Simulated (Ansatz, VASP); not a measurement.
# Ba: VASP beside Ansatz

```
Ba
1.0
    -2.31373    2.31373    2.31373
     2.31373   -2.31373    2.31373
     2.31373    2.31373   -2.31373
Ba
1
Direct
  0.00000 0.00000 0.00000
```

Alike in both runs: task single point; functional LDA; k mesh 15 × 15 × 15; occupations fermi-dirac, width 0.1 eV; no spin polarisation.

```csv
,VASP,Ansatz
version,VASP 6.6.1,Ansatz 0.2.0
potentials or method,"VASP PAW LDA potentials, release 64 (Ba_sv), cutoff 520 eV","plane waves (420 eV) with PAW, scalar-relativistic"
valence electrons in the cell,10,10
```

```tsv
	VASP	Ansatz	Ansatz less VASP
pressure (GPa)	1.1	0.9	-0.16
```

Ansatz warns that its potentials were made for another functional, while VASP's fit it. LDA's correlation is that of Perdew and Zunger in VASP and of Perdew and Wang (1992) in Ansatz.

Neither program's run includes spin-orbit coupling.
